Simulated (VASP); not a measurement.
# GdN (Fm-3m) in VASP: further runs

GdN is run at these levels: PBE; tasks: single point.

Everything below comes from runs of VASP 6.6.1. Logs are shortened: lines on timing, memory, paths and dates and some standing lists are left out, and cuts for length are marked.

## (1) The cell of the first run

Symmetry: Fm-3m, No. 225, cubic system. Conventional cell: a = 5.018 Å, b = 5.018 Å, c = 5.018 Å, α = 90.00°, β = 90.00°, γ = 90.00°. Gd (site symmetry m-3m) has 6 N at 2.51 Å within 3.3 Å. Within 3.3 Å of N (site symmetry m-3m) lie 6 Gd at 2.51 Å.

## (2) Single point, PBE, collinear spin, ferromagnetic start (15.79 Å³/atom)

INCAR

```
  PREC = Accurate
  ENCUT = 520
  EDIFF = 1E-6
  ISMEAR = 0
  SIGMA = 0.05
  LREAL = False
  LASPH = True
  NELM = 150
  ALGO = Normal
  ISIF = 2
  LWAVE = False
  LCHARG = True
  ISPIN = 2
  MAGMOM = 7.55 0
  LORBIT = 11
  LMAXMIX = 6
  GGA = PE
  LELF = True
  LVHAR = True
  NBANDS = 22
```

KPOINTS

```
regular mesh
0
Gamma
  12 12 12
```

POSCAR

```
GdN
1.0
    0.0000000000      2.5087910269      2.5087910269
    2.5087910269      0.0000000000      2.5087910269
    2.5087910269      2.5087910269      0.0000000000
Gd N
1 1
Direct
    0.0000000000      0.0000000000      0.0000000000
    0.5000000000      0.5000000000      0.5000000000
```

Potentials or basis: VASP PAW PBE potentials, release 64 (Gd, N).

The run is started by

```
$ cat potpaw_PBE.64/Gd/POTCAR potpaw_PBE.64/N/POTCAR > POTCAR
$ mpirun -np 1 vasp_std > vasp.out
```

OUTCAR:

```text
PREC = Accurate
   ENCUT = 520
   EDIFF = 1E-6
   ISMEAR = 0
   LREAL = False
   LASPH = True
   NELM = 150
   ISIF = 2
   ISPIN = 2
   LORBIT = 11
   GGA = PE

 ion  position               nearest neighbor table
   1  0.000  0.000  0.000-   2 2.51   2 2.51   2 2.51   2 2.51   2 2.51   2 2.51
   2  0.500  0.500  0.500-   1 2.51   1 2.51   1 2.51   1 2.51   1 2.51   1 2.51

  LATTYP: Found a face centered cubic cell.
 ALAT       =     5.0175820538

  Lattice vectors:

 A1 = (   0.0000000000,   2.5087910269,   2.5087910269)
 A2 = (   2.5087910269,   0.0000000000,   2.5087910269)
 A3 = (   2.5087910269,   2.5087910269,   0.0000000000)

Analysis of symmetry for initial positions (statically):
=====================================================================
 Subroutine PRICEL returns:
 Original cell was already a primitive cell.

 Routine SETGRP: Setting up the symmetry group for a
 face centered cubic supercell.

 Subroutine GETGRP returns: Found 48 space group operations
 (whereof 48 operations were pure point group operations)
 out of a pool of 48 trial point group operations.

The static configuration has the point symmetry O_h .

Analysis of symmetry for dynamics (positions and initial velocities):
=====================================================================
 Subroutine PRICEL returns:
 Original cell was already a primitive cell.

 Routine SETGRP: Setting up the symmetry group for a
 face centered cubic supercell.

 Subroutine GETGRP returns: Found 48 space group operations
 (whereof 48 operations were pure point group operations)
 out of a pool of 48 trial point group operations.

The dynamic configuration has the point symmetry O_h .

Analysis of structural, dynamic, and magnetic symmetry:
=====================================================================
 Subroutine PRICEL returns:
 Original cell was already a primitive cell.

 Routine SETGRP: Setting up the symmetry group for a
 face centered cubic supercell.

 Subroutine GETGRP returns: Found 48 space group operations
 (whereof 48 operations were pure point group operations)
 out of a pool of 48 trial point group operations.

The overall configuration has the point symmetry O_h .

 Subroutine INISYM returns: Found 48 space group operations
 (whereof 48 operations are pure point group operations),
 and found     1 'primitive' translations

----------------------------------------------------------------------------------------

                                     Primitive cell

  volume of cell :      31.5808

  direct lattice vectors                    reciprocal lattice vectors
     0.000000000  2.508791027  2.508791027    -0.199299182  0.199299182  0.199299182
     2.508791027  0.000000000  2.508791027     0.199299182 -0.199299182  0.199299182
     2.508791027  2.508791027  0.000000000     0.199299182  0.199299182 -0.199299182

  length of vectors
     3.547966295  3.547966295  3.547966295     0.345196309  0.345196309  0.345196309

  position of ions in fractional coordinates (direct lattice)
     0.000000000  0.000000000  0.000000000
     0.500000000  0.500000000  0.500000000

  ion indices of the primitive-cell ions
   primitive index   ion index
                 1           1
                 2           2

----------------------------------------------------------------------------------------

 KPOINTS: regular mesh

Automatic generation of k-mesh.
 Grid dimensions read from file:
 generate k-points for:   12   12   12

 Generating k-lattice:

  Cartesian coordinates                     Fractional coordinates (reciprocal lattice)
    -0.016608265  0.016608265  0.016608265     0.083333333  0.000000000  0.000000000
     0.016608265 -0.016608265  0.016608265     0.000000000  0.083333333  0.000000000
     0.016608265  0.016608265 -0.016608265     0.000000000  0.000000000  0.083333333

  Length of vectors
     0.028766359  0.028766359  0.028766359

  Shift w.r.t. Gamma in fractional coordinates (k-lattice)
     0.000000000  0.000000000  0.000000000

 Subroutine IBZKPT returns following result:
 ===========================================

 Found     72 irreducible k-points:

 Following reciprocal coordinates:
            Coordinates               Weight
  0.000000  0.000000  0.000000      1.000000
  0.083333  0.000000  0.000000      8.000000
  0.166667  0.000000  0.000000      8.000000
  0.250000  0.000000  0.000000      8.000000
  0.333333  0.000000  0.000000      8.000000
  0.416667  0.000000  0.000000      8.000000
[... 16 lines left out ...]
  0.500000  0.166667  0.000000     24.000000
 -0.416667  0.166667  0.000000     24.000000
 [... further k-points ...]
   k-points           NKPTS =     72   k-points in BZ     NKDIM =     72   number of bands    NBANDS=     22
   number of dos      NEDOS =    301   number of ions     NIONS =      2
   total plane-waves  NPLWV =  21952
   dimension x,y,z NGX =    28 NGY =   28 NGZ =   28
   dimension x,y,z NGXF=    56 NGYF=   56 NGZF=   56
   ions per type =               1   1
   NGX,Y,Z   is equivalent  to a cutoff of  13.12, 13.12, 13.12 a.u.
   NGXF,Y,Z  is equivalent  to a cutoff of  26.24, 26.24, 26.24 a.u.
 SYSTEM =  unknown system
   PREC   = accura    normal or accurate (medium, high low for compatibility)
   ISTART =      0    job   : 0-new  1-cont  2-samecut
   ICHARG =      2    charge: 1-file 2-atom 10-const
   ISPIN  =      2    spin polarized calculation?
   LNONCOLLINEAR =      F non collinear calculations
   LSORBIT =      F    spin-orbit coupling
   LASPH  =      T    aspherical Exc in radial PAW
   ENCUT  =  520.0 eV  38.22 Ry    6.18 a.u.   6.60  6.60  6.60*2*pi/ulx,y,z
   NELM   =    150;   NELMIN=  2; NELMDL= -5     # of ELM steps
   EDIFF  = 0.1E-05   stopping-criterion for ELM
   LREAL  =      F    real-space projection
   EDIFFG = 0.1E-04   stopping-criterion for IOM
   NSW    =      0    number of steps for IOM
   IBRION =     -1    ionic relax: 0-MD 1-quasi-New 2-CG
   NFREE  =      0    steps in history (QN), initial steepest desc. (CG)
   ISIF   =      2    stress and relaxation
   ISYM   =      2    0-nonsym 1-usesym 2-fastsym
   POTIM  = 0.5000    time-step for ionic-motion
   TEBEG  =    0.0;   TEEND  =   0.0 temperature during run
   PSTRESS=    0.0 pullay stress
   NELECT =      23.0000    total number of electrons
   NUPDOWN=      -1.0000    fix difference up-down
   EMIN   =  10.00;   EMAX   =-10.00  energy-range for DOS
   EFERMI =   0.00;   METHOD = LEGACY
   ISMEAR =     0;   SIGMA  =   0.05  broadening in eV -4-tet -1-fermi 0-gaus
   EFERMI_NEDOS =   21; number of points for ismear=-14 and -15
   IALGO  =     38    algorithm
   IMIX   =      4    mixing-type and parameters
     AMIX     =   0.40;   BMIX     =  1.00
     AMIX_MAG =   1.60;   BMIX_MAG =  1.00
  volume/ion in A,a.u.               =      15.79       106.56
  Fermi-wavevector in a.u.,A,eV,Ry     =   1.472910  2.783397 29.517359  2.169465
  Thomas-Fermi vector in A             =   2.587868
   LORBIT       =     11    0 simple, 1 ext, 2 COOP (PROOUT), +10 PAW based schemes
   GGA     = PE    functional components
   LHFCALC =     F    Hartree Fock is set to
   AEXX    =    0.0000 exact exchange contribution
   IVDW    =     0    specifies the selected vdW correction
   LEPSILON=     F    determine dielectric tensor
   LRPA    =     F    only Hartree local field effects (RPA)
 spin polarized calculation
 Gauss-broadening in eV      SIGMA  =   0.05
  energy-cutoff  :      520.00
  volume of cell :       31.58
 maximum number of plane-waves:       881
   NGX = 13   NGY = 13   NGZ = 13

 number of electron      23.0000003 magnetization       7.0000041

 Free energy of the ion-electron system (eV)
  ---------------------------------------------------
  ext. energy  EPLUGINS =         0.00000000
  ---------------------------------------------------
  free energy    TOTEN  =       -23.21161689 eV

  energy without entropy =      -23.21151645  energy(sigma->0) =      -23.21156667

 E-fermi :   3.8355     XC(G=0): -11.4779

 val. band max:        3.8353605544   @ k =   0.0833   0.0833   0.0000
 cond. band min:       3.9390781950   @ k =   0.3333   0.3333   0.0000
 fundamental gap:      0.1037176407
 Fermi energy:         3.8354901112

 spin component 1

 k-point     1 :       0.0000    0.0000    0.0000
  band No.  band energies     occupation
      1     -40.0237      1.00000
      2     -17.0356      1.00000
      3     -17.0356      1.00000
      4     -17.0356      1.00000
      5      -9.1928      1.00000
      6       0.1482      1.00000
[... 14 lines left out ...]
     21       8.3610      0.00000
     22      14.3877      0.00000
[... 552 lines left out ...]
  band No.  band energies     occupation
      1     -39.9314      1.00000
      2     -17.9944      1.00000
      3     -17.3043      1.00000
      4     -17.1593      1.00000
      5      -7.8134      1.00000
      6      -0.0721      1.00000
[... 14 lines left out ...]
     21      13.7717      0.00000
     22      15.7066      0.00000

 [... further k-points ...]

 spin component 2

 k-point     1 :       0.0000    0.0000    0.0000
  band No.  band energies     occupation
      1     -36.9225      1.00000
      2     -14.7898      1.00000
      3     -14.7898      1.00000
      4     -14.7898      1.00000
      5      -9.1882      1.00000
      6       2.9581      1.00000
[... 14 lines left out ...]
     21       9.3183      0.00000
     22      15.3031      0.00000
[... 552 lines left out ...]
  band No.  band energies     occupation
      1     -36.8027      1.00000
      2     -16.0594      1.00000
      3     -15.1214      1.00000
      4     -14.9347      1.00000
      5      -7.6785      1.00000
      6       0.3261      1.00000
[... 14 lines left out ...]
     21      14.8627      0.00000
     22      16.5864      0.00000

 [... further k-points ...]

------------------------ aborting loop because EDIFF is reached ----------------------------------------

  FORCE on cell =-STRESS in cart. coord.  units (eV):
  Direction    XX          YY          ZZ          XY          YZ          ZX
  --------------------------------------------------------------------------------------
  -------------------------------------------------------------------------------------
  Total       -0.5458391     -0.5458391     -0.5458391      0.0000000      0.0000000      0.0000000
  in kB      -27.6918393    -27.6918393    -27.6918393      0.0000000      0.0000000      0.0000000
  external PRESSURE =     -27.6918393 kB  Pullay stress =       0.0000000 kB

 VOLUME and BASIS-vectors are now :
 -----------------------------------------------------------------------------
  energy-cutoff  :      520.00
  volume of cell :       31.58
      direct lattice vectors                 reciprocal lattice vectors
     0.000000000  2.508791027  2.508791027    -0.199299182  0.199299182  0.199299182
     2.508791027  0.000000000  2.508791027     0.199299182 -0.199299182  0.199299182
     2.508791027  2.508791027  0.000000000     0.199299182  0.199299182 -0.199299182

 POSITION                                       TOTAL-FORCE (eV/Angst)
 -----------------------------------------------------------------------------------
      0.00000      0.00000      0.00000        -0.000000     -0.000000      0.000000
      2.50879      2.50879      2.50879         0.000000      0.000000     -0.000000
 -----------------------------------------------------------------------------------
    total drift:                                0.000000      0.000000      0.000000

  FREE ENERGIE OF THE ION-ELECTRON SYSTEM (eV)
  ---------------------------------------------------
  free  energy   TOTEN  =       -23.2116168930 eV

  energy  without entropy=      -23.2115164490  energy(sigma->0) =      -23.21156667

 total charge

# of ion       s       p       d       f       tot
--------------------------------------------------
    1        2.033   5.659   0.520   7.000  15.211
    2        1.249   2.374   0.000   0.000   3.623
--------------------------------------------------
tot          3.282   8.033   0.520   7.000  18.834

 magnetization (x)

# of ion       s       p       d       f       tot
--------------------------------------------------
    1       -0.006  -0.081   0.081   6.810   6.804
    2       -0.007  -0.075   0.000   0.000  -0.082
--------------------------------------------------
tot         -0.012  -0.156   0.081   6.810   6.722
```

Wall time 2.6 min (1 thread of Intel Xeon 6975P-C (Granite Rapids), shared host); peak memory 0.24 GiB.

What came out:

* Free energy: -23.2116 eV
* Pressure: -2.8 GPa
* Band gap on the k mesh: zero (filled and empty bands overlap)
* Net moment: 7.00 μB per cell
* Site moments: Gd +6.80; N -0.08 μB
* Valence electrons inside the program's atomic spheres: Gd 15.21; N 3.62

Caveat: spin-orbit coupling is left out, which moves the levels of the heavy elements; a cell with one magnetic atom can't hold antiferromagnetic order, which such compounds often take; semilocal functionals describe open f shells poorly, which spoils levels, moments and volumes. With open d or f shells a metallic result of PBE can be an artefact of self-interaction; +U or a hybrid may open a gap.

## (3) Single point, PBE, collinear spin, ferromagnetic start (16.10 Å³/atom)

This run uses another cell than the first one, of 16.10 Å³/atom.

INCAR

```
  PREC = Accurate
  ENCUT = 520
  EDIFF = 1E-6
  ISMEAR = 0
  SIGMA = 0.05
  LREAL = False
  LASPH = True
  NELM = 150
  ALGO = Normal
  ISIF = 2
  LWAVE = False
  LCHARG = False
  ISPIN = 2
  MAGMOM = 7.56 0
  LORBIT = 11
  LMAXMIX = 6
  GGA = PE
  NBANDS = 22
```

KPOINTS is that of step 2.

POSCAR

```
GdN
1.0
    0.0000000000      2.5250823342      2.5250823342
    2.5250823342      0.0000000000      2.5250823342
    2.5250823342      2.5250823342      0.0000000000
Gd N
1 1
Direct
    0.0000000000      0.0000000000      0.0000000000
    0.5000000000      0.5000000000      0.5000000000
```

Potentials or basis: VASP PAW PBE potentials, release 64 (Gd, N).

The run is started by

```
$ cat potpaw_PBE.64/Gd/POTCAR potpaw_PBE.64/N/POTCAR > POTCAR
$ mpirun -np 1 vasp_std > vasp.out
```

OUTCAR:

```text
PREC = Accurate
   ENCUT = 520
   EDIFF = 1E-6
   ISMEAR = 0
   LREAL = False
   LASPH = True
   NELM = 150
   ISIF = 2
   ISPIN = 2
   LORBIT = 11
   GGA = PE

 ion  position               nearest neighbor table
   1  0.000  0.000  0.000-   2 2.53   2 2.53   2 2.53   2 2.53   2 2.53   2 2.53
   2  0.500  0.500  0.500-   1 2.53   1 2.53   1 2.53   1 2.53   1 2.53   1 2.53

  LATTYP: Found a face centered cubic cell.
 ALAT       =     5.0501646684

  Lattice vectors:

 A1 = (   0.0000000000,   2.5250823342,   2.5250823342)
 A2 = (   2.5250823342,   0.0000000000,   2.5250823342)
 A3 = (   2.5250823342,   2.5250823342,   0.0000000000)

Analysis of symmetry for initial positions (statically):
=====================================================================
 Subroutine PRICEL returns:
 Original cell was already a primitive cell.

 Routine SETGRP: Setting up the symmetry group for a
 face centered cubic supercell.

[... 799 lines left out ...]
      5      -9.2487      1.00000
      6       2.8636      1.00000
[... 589 lines left out ...]
     21      14.5443      0.00000
     22      16.2166      0.00000

 [... further k-points ...]

------------------------ aborting loop because EDIFF is reached ----------------------------------------

  FORCE on cell =-STRESS in cart. coord.  units (eV):
  Direction    XX          YY          ZZ          XY          YZ          ZX
  --------------------------------------------------------------------------------------
  -------------------------------------------------------------------------------------
  Total       -1.0717843     -1.0717843     -1.0717843      0.0000000      0.0000000     -0.0000000
  in kB      -53.3287451    -53.3287451    -53.3287451      0.0000000      0.0000000     -0.0000000
  external PRESSURE =     -53.3287451 kB  Pullay stress =       0.0000000 kB

 VOLUME and BASIS-vectors are now :
 -----------------------------------------------------------------------------
  energy-cutoff  :      520.00
  volume of cell :       32.20
      direct lattice vectors                 reciprocal lattice vectors
     0.000000000  2.525082334  2.525082334    -0.198013345  0.198013345  0.198013345
     2.525082334  0.000000000  2.525082334     0.198013345 -0.198013345  0.198013345
     2.525082334  2.525082334  0.000000000     0.198013345  0.198013345 -0.198013345

 POSITION                                       TOTAL-FORCE (eV/Angst)
 -----------------------------------------------------------------------------------
      0.00000      0.00000      0.00000         0.000000      0.000000      0.000000
      2.52508      2.52508      2.52508         0.000000      0.000000      0.000000
 -----------------------------------------------------------------------------------
    total drift:                                0.000000      0.000000      0.000000

  FREE ENERGIE OF THE ION-ELECTRON SYSTEM (eV)
  ---------------------------------------------------
  free  energy   TOTEN  =       -23.1964751165 eV

  energy  without entropy=      -23.1963747740  energy(sigma->0) =      -23.19642495

 total charge

# of ion       s       p       d       f       tot
--------------------------------------------------
    1        2.032   5.655   0.508   7.000  15.195
    2        1.248   2.364   0.000   0.000   3.612
--------------------------------------------------
tot          3.280   8.020   0.508   7.000  18.807

 magnetization (x)

# of ion       s       p       d       f       tot
--------------------------------------------------
    1       -0.006  -0.082   0.079   6.812   6.804
    2       -0.007  -0.074   0.000   0.000  -0.080
--------------------------------------------------
tot         -0.012  -0.155   0.079   6.812   6.724
```

Run time: 2.3 min. Hardware: 1 thread of Intel Xeon 6975P-C (Granite Rapids), shared host; peak memory 0.26 GiB.

Results:

* Free energy: -23.1965 eV
* Pressure: -5.3 GPa
* Band gap on the k mesh: zero (filled and empty bands overlap)
* Net moment: 7.00 μB per cell
* Site moments: Gd +6.80; N -0.08 μB
* Valence electrons inside the program's atomic spheres: Gd 15.20; N 3.61

Caveat: the cell stands under tension; spin-orbit coupling is left out, which moves the levels of the heavy elements; a cell with one magnetic atom can't hold antiferromagnetic order, which such compounds often take; semilocal functionals describe open f shells poorly, which spoils levels, moments and volumes.

The gap in the log of VASP goes by the Fermi energy; the results here count the filled bands.